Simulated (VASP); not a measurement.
# SnO (Pm-3m) in VASP: a series of runs

Runs on SnO. Level: r2SCAN. Tasks: single point, relaxation of cell and atoms.

Program: VASP 6.6.1. These are calculated values, not measurements. Logs are shortened: lines on timing, memory, paths and dates and some standing lists are left out, and cuts for length are marked.

### Step 1. The cell of the first run

The structure is cubic, space group Pm-3m (No. 221). Conventional cell: a = 3.105 Å, b = 3.105 Å, c = 3.105 Å, α = 90.00°, β = 90.00°, γ = 90.00°. Sn (site symmetry m-3m) has 8 O at 2.69 Å and 6 Sn at 3.11 Å within 3.5 Å. O (site symmetry m-3m) has 8 Sn at 2.69 Å and 6 O at 3.11 Å within 3.5 Å.

### Step 2. Single point, r2SCAN

POSCAR

```
SnO
1.0
    3.1051543204      0.0000000000      0.0000000000
    0.0000000000      3.1051543204      0.0000000000
    0.0000000000      0.0000000000      3.1051543204
Sn O
1 1
Direct
    0.5000000000      0.5000000000      0.5000000000
    0.0000000000      0.0000000000      0.0000000000
```

INCAR.step1

```
  PREC = Accurate
  ENCUT = 520
  ISMEAR = 0
  SIGMA = 0.1
  LREAL = F
  LASPH = T
  NELM = 60
  NBANDS = 17
  GGA = PE
  ALGO = Normal
  EDIFF = 1E-4
  LWAVE = T
  LCHARG = F
```

INCAR.step2

```
  PREC = Accurate
  ENCUT = 520
  EDIFF = 1E-6
  ISMEAR = 0
  SIGMA = 0.1
  LREAL = F
  LASPH = T
  NELM = 60
  ALGO = Normal
  ISIF = 2
  LWAVE = F
  LCHARG = F
  METAGGA = R2SCAN
  LMIXTAU = T
  NBANDS = 17
  ISTART = 1
```

KPOINTS

```
regular mesh
0
Gamma
  6 6 6
```

Potentials or basis: VASP PAW PBE potentials, release 64 (Sn_d, O).

On the command line:

```
$ cat potpaw_PBE.64/Sn_d/POTCAR potpaw_PBE.64/O/POTCAR > POTCAR
$ cp INCAR.step1 INCAR
$ mpirun -np 1 vasp_std > vasp.out
$ cp INCAR.step2 INCAR
$ mpirun -np 1 vasp_std > vasp.out
```

OUTCAR:

```text
PREC = Accurate
   ENCUT = 520
   EDIFF = 1E-6
   ISMEAR = 0
   LREAL = F
   LASPH = T
   NELM = 60
   ISIF = 2
   METAGGA = R2SCAN
   ISTART = 1

 ion  position               nearest neighbor table
   1  0.500  0.500  0.500-   2 2.69   2 2.69   2 2.69   2 2.69   2 2.69   2 2.69   2 2.69   2 2.69

   2  0.000  0.000  0.000-   1 2.69   1 2.69   1 2.69   1 2.69   1 2.69   1 2.69   1 2.69   1 2.69

  LATTYP: Found a simple cubic cell.
 ALAT       =     3.1051543204

  Lattice vectors:

 A1 = (   3.1051543204,   0.0000000000,   0.0000000000)
 A2 = (   0.0000000000,   3.1051543204,   0.0000000000)
 A3 = (   0.0000000000,   0.0000000000,   3.1051543204)

Analysis of symmetry for initial positions (statically):
=====================================================================
 Subroutine PRICEL returns:
 Original cell was already a primitive cell.

 Routine SETGRP: Setting up the symmetry group for a
 simple cubic supercell.

 Subroutine GETGRP returns: Found 48 space group operations
 (whereof 48 operations were pure point group operations)
 out of a pool of 48 trial point group operations.

The static configuration has the point symmetry O_h .

Analysis of symmetry for dynamics (positions and initial velocities):
=====================================================================
 Subroutine PRICEL returns:
 Original cell was already a primitive cell.

 Routine SETGRP: Setting up the symmetry group for a
 simple cubic supercell.

 Subroutine GETGRP returns: Found 48 space group operations
 (whereof 48 operations were pure point group operations)
 out of a pool of 48 trial point group operations.

The dynamic configuration has the point symmetry O_h .

 Subroutine INISYM returns: Found 48 space group operations
 (whereof 48 operations are pure point group operations),
 and found     1 'primitive' translations

----------------------------------------------------------------------------------------

                                     Primitive cell

  volume of cell :      29.9398

  direct lattice vectors                    reciprocal lattice vectors
     3.105154320  0.000000000  0.000000000     0.322045186  0.000000000  0.000000000
     0.000000000  3.105154320  0.000000000     0.000000000  0.322045186  0.000000000
     0.000000000  0.000000000  3.105154320     0.000000000  0.000000000  0.322045186

  length of vectors
[... 74 lines left out ...]
   LASPH  =      T    aspherical Exc in radial PAW
   ENCUT  =  520.0 eV  38.22 Ry    6.18 a.u.   5.77  5.77  5.77*2*pi/ulx,y,z
   NELM   =     60;   NELMIN=  2; NELMDL=  0     # of ELM steps
   EDIFF  = 0.1E-05   stopping-criterion for ELM
   LREAL  =      F    real-space projection
   EDIFFG = 0.1E-04   stopping-criterion for IOM
   NSW    =      0    number of steps for IOM
   IBRION =     -1    ionic relax: 0-MD 1-quasi-New 2-CG
   NFREE  =      0    steps in history (QN), initial steepest desc. (CG)
   ISIF   =      2    stress and relaxation
   ISYM   =      2    0-nonsym 1-usesym 2-fastsym
   POTIM  = 0.5000    time-step for ionic-motion
   TEBEG  =    0.0;   TEEND  =   0.0 temperature during run
   PSTRESS=    0.0 pullay stress
   NELECT =      20.0000    total number of electrons
   NUPDOWN=      -1.0000    fix difference up-down
   EMIN   =  10.00;   EMAX   =-10.00  energy-range for DOS
   EFERMI =   0.00;   METHOD = LEGACY
   ISMEAR =     0;   SIGMA  =   0.10  broadening in eV -4-tet -1-fermi 0-gaus
   EFERMI_NEDOS =   21; number of points for ismear=-14 and -15
   IALGO  =     38    algorithm
   IMIX   =      4    mixing-type and parameters
     AMIX     =   0.40;   BMIX     =  1.00
     AMIX_MAG =   1.60;   BMIX_MAG =  1.00
  volume/ion in A,a.u.               =      14.97       101.02
  Fermi-wavevector in a.u.,A,eV,Ry     =   1.431094  2.704376 27.865159  2.048031
  Thomas-Fermi vector in A             =   2.550868
   LORBIT       =      0    0 simple, 1 ext, 2 COOP (PROOUT), +10 PAW based schemes
   METAGGA = R2SCAN    functional components
   LHFCALC =     F    Hartree Fock is set to
   AEXX    =    0.0000 exact exchange contribution
   IVDW    =     0    specifies the selected vdW correction
   LEPSILON=     F    determine dielectric tensor
   LRPA    =     F    only Hartree local field effects (RPA)
 non-spin polarized calculation
 Gauss-broadening in eV      SIGMA  =   0.10
  energy-cutoff  :      520.00
  volume of cell :       29.94
 maximum number of plane-waves:       840
 NGX is ok and might be reduce to    24
   NGX = 11   NGY = 11   NGZ = 11

 number of electron      19.9999991 magnetization

 Free energy of the ion-electron system (eV)
  ---------------------------------------------------
  ext. energy  EPLUGINS =         0.00000000
  ---------------------------------------------------
  free energy    TOTEN  =       -31.58891075 eV

  energy without entropy =      -31.58878864  energy(sigma->0) =      -31.58884970

 E-fermi :   8.2553     XC(G=0): -12.1081

 val. band max:        8.0586968228   @ k =   0.5000   0.1667   0.0000
 cond. band min:       8.4175185330   @ k =   0.5000   0.5000   0.5000
 fundamental gap:      0.3588217102
 Fermi energy:         8.2552623258

 k-point     1 :       0.0000    0.0000    0.0000
  band No.  band energies     occupation
      1     -14.2341      2.00000
      2     -14.2341      2.00000
      3     -13.8454      2.00000
      4     -13.8454      2.00000
      5     -13.8454      2.00000
      6     -10.8877      2.00000
[... 377 lines left out ...]
      4     -13.7635      2.00000
      5     -13.7635      2.00000
      6      -9.5315      2.00000
[... 9 lines left out ...]
     16      21.6662      0.00000
     17      29.0675      0.00000

------------------------ aborting loop because EDIFF is reached ----------------------------------------

  FORCE on cell =-STRESS in cart. coord.  units (eV):
  Direction    XX          YY          ZZ          XY          YZ          ZX
  --------------------------------------------------------------------------------------
  -------------------------------------------------------------------------------------
  Total        0.0216397      0.0216397      0.0216397      0.0000000      0.0000000     -0.0000000
  in kB        1.1580113      1.1580113      1.1580113      0.0000000      0.0000000     -0.0000000
  external PRESSURE =       1.1580113 kB  Pullay stress =       0.0000000 kB

 VOLUME and BASIS-vectors are now :
 -----------------------------------------------------------------------------
  energy-cutoff  :      520.00
  volume of cell :       29.94
      direct lattice vectors                 reciprocal lattice vectors
     3.105154320  0.000000000  0.000000000     0.322045186  0.000000000  0.000000000
     0.000000000  3.105154320  0.000000000     0.000000000  0.322045186  0.000000000
     0.000000000  0.000000000  3.105154320     0.000000000  0.000000000  0.322045186

 POSITION                                       TOTAL-FORCE (eV/Angst)
 -----------------------------------------------------------------------------------
      1.55258      1.55258      1.55258         0.000000      0.000000      0.000000
      0.00000      0.00000      0.00000         0.000000      0.000000      0.000000
 -----------------------------------------------------------------------------------
    total drift:                                0.000000      0.000000     -0.000000

  FREE ENERGIE OF THE ION-ELECTRON SYSTEM (eV)
  ---------------------------------------------------
  free  energy   TOTEN  =       -31.5889107525 eV

  energy  without entropy=      -31.5887886398  energy(sigma->0) =      -31.58884970
```

OUTCAR.step1:

```text
PREC = Accurate
   ENCUT = 520
   ISMEAR = 0
   LREAL = F
   LASPH = T
[... 615 lines left out ...]
 -----------------------------------------------------------------------------------
      1.55258      1.55258      1.55258         0.000000      0.000000      0.000000
      0.00000      0.00000      0.00000         0.000000      0.000000      0.000000
 -----------------------------------------------------------------------------------
    total drift:                                0.000000      0.000000     -0.000000

  FREE ENERGIE OF THE ION-ELECTRON SYSTEM (eV)
  ---------------------------------------------------
  free  energy   TOTEN  =        -9.8299982512 eV

  energy  without entropy=       -9.8289946531  energy(sigma->0) =       -9.82949645
```

OSZICAR.step1:

```text
N       E                     dE             d eps       ncg     rms          rms(c)
DAV:   1     0.131543270996E+03    0.13154E+03   -0.10274E+04   681   0.186E+03
DAV:   2    -0.337375440988E+00   -0.13188E+03   -0.12642E+03   705   0.362E+02
DAV:   3    -0.115456346327E+02   -0.11208E+02   -0.11119E+02   784   0.965E+01
DAV:   4    -0.117348676025E+02   -0.18923E+00   -0.18913E+00   812   0.129E+01
DAV:   5    -0.117384575862E+02   -0.35900E-02   -0.35897E-02   872   0.182E+00    0.807E+00
DAV:   6    -0.101349291212E+02    0.16035E+01   -0.11025E+01   838   0.422E+01    0.501E+00
DAV:   7    -0.985658754345E+01    0.27834E+00   -0.16871E+00   832   0.774E+00    0.132E+00
DAV:   8    -0.983031376511E+01    0.26274E-01   -0.15613E-01   805   0.321E+00    0.227E-01
DAV:   9    -0.982991273581E+01    0.40103E-03   -0.39274E-03   836   0.628E-01    0.907E-02
DAV:  10    -0.982999825116E+01   -0.85515E-04   -0.52029E-04   844   0.327E-01
   1 F= -.98299983E+01 E0= -.98294965E+01  d E =-.100360E-02
```

Wall time 12 s (1 thread of Intel Xeon 6975P-C (Granite Rapids), shared host); peak memory 0.14 GiB.

What came out:

| Property | Result |
| --- | --- |
| Free energy | -31.5889 eV |
| Pressure | 0.1 GPa |
| Band gap on the k mesh | 0.36 eV (least direct gap 1.03 eV) |

Caveat: the PAW data sets were made with another functional, which shifts forces and pressure a little; spin-orbit coupling is left out, which moves the levels of the heavy elements.

### Step 3. Relaxation of cell and atoms, r2SCAN

POSCAR is that of step 2.

INCAR.step1

```
ALGO = Normal
EDIFF = 1E-4
ENCUT = 600
GGA = PE
ISMEAR = 0
LASPH = T
LCHARG = F
LREAL = F
LWAVE = T
NELM = 100
PREC = Accurate
SIGMA = 0.1
```

INCAR.step2

```
ALGO = Normal
EDIFF = 1E-6
EDIFFG = -0.04
ENCUT = 600
IBRION = 2
ISIF = 3
ISMEAR = 0
ISTART = 1
LASPH = T
LCHARG = F
LMIXTAU = T
LREAL = F
LWAVE = F
METAGGA = R2SCAN
NELM = 100
NSW = 90
PREC = Accurate
SIGMA = 0.1
```

KPOINTS

```
k-points
0
Gamma
  6 6 6
```

Potentials or basis: VASP PAW PBE potentials, release 64 (Sn_d, O).

On the command line:

```
$ cat potpaw_PBE.64/Sn_d/POTCAR potpaw_PBE.64/O/POTCAR > POTCAR
$ cp INCAR.step1 INCAR
$ mpirun -np 1 vasp_std > vasp.out
$ cp INCAR.step2 INCAR
$ mpirun -np 1 vasp_std > vasp.out
```

Wall time 20 s (1 thread of Intel Xeon 6975P-C (Granite Rapids), shared host); peak memory 0.17 GiB.

It converged, with:

* Free energy: -31.5921 eV
* Pressure after relaxing: 0.1 GPa
* Band gap on the k mesh: 0.36 eV (least direct gap 1.03 eV)

Final structure:
```yaml
crystal:
  lattice:
    - [3.10515, 0.00000, 0.00000]
    - [0.00000, 3.10515, 0.00000]
    - [0.00000, 0.00000, 3.10515]
  atoms:
    - { symbol: Sn, position: [0.50000, 0.50000, 0.50000] }
    - { symbol: O, position: [0.00000, 0.00000, 0.00000] }
```

Levels at points of the mesh, in eV from the valence-band top:
| k point | band 7 | band 8 | band 9 | band 10 | band 11 | band 12 | band 13 | band 14 |
| --- | --- | --- | --- | --- | --- | --- | --- | --- |
| (0.00, 0.00, 0.00) | -7.40 | -2.49 | -2.49 | -2.49 | 8.85 | 8.85 | 8.85 | 8.86 |
| (0.50, 0.00, 0.00) | -8.92 | -1.72 | -1.72 | -0.65 | 0.75 | 7.88 | 7.88 | 12.00 |
| (0.50, 0.50, 0.00) | -5.48 | -5.48 | -4.54 | -1.59 | 3.97 | 3.97 | 9.61 | 10.75 |
| (0.50, 0.50, 0.50) | -3.30 | -3.30 | -3.30 | -0.91 | 0.36 | 0.36 | 0.36 | 13.61 |

Caveat: the relaxation stopped at its first step, so nothing moved; the PAW data sets were made with another functional, which shifts forces and pressure a little; spin-orbit coupling is left out, which moves the levels of the heavy elements.

### Step 4. Single point, r2SCAN

This run uses another cell than the first one, of 14.92 Å³/atom.

POSCAR

```
SnO
1.0
    3.1019089669      0.0000000000      0.0000000000
    0.0000000000      3.1019089669      0.0000000000
    0.0000000000      0.0000000000      3.1019089669
Sn O
1 1
Direct
    0.5000000000      0.5000000000      0.5000000000
    0.0000000000      0.0000000000      0.0000000000
```

INCAR.step1

```
SYSTEM = SnO
ALGO     = Normal         ! electronic algorithm
EDIFF    = 1E-4           ! SCF threshold, eV
ENCUT    = 520            ! plane-wave cutoff, eV
GGA      = PE             ! functional
ISMEAR   = 0              ! smearing method
LASPH    = .True.         ! aspherical terms in the spheres
LCHARG   = .False.        ! write CHGCAR
LREAL    = .False.        ! projectors in reciprocal space
LWAVE    = .True.         ! write WAVECAR
NBANDS   = 17             ! bands
NELM     = 80             ! most SCF steps
PREC     = Accurate       ! precision mode
SIGMA    = 0.1            ! smearing width, eV
```

INCAR.step2

```
SYSTEM = SnO
ALGO     = Normal         ! electronic algorithm
EDIFF    = 1E-7           ! SCF threshold, eV
ENCUT    = 520            ! plane-wave cutoff, eV
ISIF     = 2              ! what is computed and relaxed
ISMEAR   = 0              ! smearing method
ISTART   = 1            
LASPH    = .True.         ! aspherical terms in the spheres
LCHARG   = .True.         ! write CHGCAR
LELF     = .True.         ! ELF
LMIXTAU  = .True.       
LREAL    = .False.        ! projectors in reciprocal space
LVHAR    = .True.       
LWAVE    = .False.        ! write WAVECAR
METAGGA  = R2SCAN         ! meta-GGA
NBANDS   = 17             ! bands
NELM     = 80             ! most SCF steps
PREC     = Accurate       ! precision mode
SIGMA    = 0.1            ! smearing width, eV
```

KPOINTS

```
k-points
0
Gamma
  18 18 18
  0 0 0
```

On the command line:

```
$ cat potpaw_PBE.64/Sn_d/POTCAR potpaw_PBE.64/O/POTCAR > POTCAR
$ cp INCAR.step1 INCAR
$ mpirun -np 1 vasp_std > vasp.out
$ cp INCAR.step2 INCAR
$ mpirun -np 1 vasp_std > vasp.out
```

It took 89 s on 1 thread of Intel Xeon 6975P-C (Granite Rapids), shared host; peak memory 0.23 GiB.

It converged, with:

```
Free energy            : -31.5923 eV
Pressure               : 0.2 GPa
Band gap on the k mesh : zero (bands 10 and 11 overlap by 0.03 eV)
```

Levels at points of the mesh, in eV from the Fermi level:
```csv
k point,band 7,band 8,band 9,band 10,band 11,band 12,band 13,band 14
"(0.00, 0.00, 0.00)",-7.81,-2.92,-2.92,-2.92,8.45,8.45,8.47,8.47
"(0.50, 0.00, 0.00)",-9.35,-2.14,-2.14,-1.06,0.35,7.49,7.49,11.60
"(0.50, 0.50, 0.00)",-5.92,-5.92,-4.94,-2.01,3.57,3.57,9.21,10.38
"(0.50, 0.50, 0.50)",-3.73,-3.73,-3.73,-1.29,-0.06,-0.06,-0.06,13.22
```

Caveat: semilocal functionals underestimate gaps, so a narrow gap can read as zero; the PAW data sets were made with another functional, which shifts forces and pressure a little; spin-orbit coupling is left out, which moves the levels of the heavy elements.

### Step 5. The runs side by side

| task | cell | k mesh | cutoff (eV) | gap on the mesh (eV) | pressure (GPa) |
| --- | --- | --- | --- | --- | --- |
| single point | a = 3.105 Å, 2 atoms | 6 × 6 × 6 | 520 | 0.36 | 0.1 |
| relaxation of cell and atoms | relaxed from a = 3.105 Å, 2 atoms | 6 × 6 × 6 | 600 | 0.36 | 0.1 |
| single point | a = 3.102 Å, 2 atoms | 18 × 18 × 18 | 520 | none | 0.2 |

Alike in all rows: level r2SCAN; potentials or basis VASP PAW PBE potentials, release 64 (Sn_d, O); no spin polarisation; smearing gaussian 0.1 eV.

Caveats: the PAW data sets were made with another functional, which shifts forces and pressure a little; spin-orbit coupling is left out, which moves the levels of the heavy elements; the relaxation stopped at its first step, so nothing moved (at least some runs); semilocal functionals underestimate gaps, so a narrow gap can read as zero (at least some runs).

Total energies depend on the potentials used, so only differences within one code and one set of settings carry meaning.
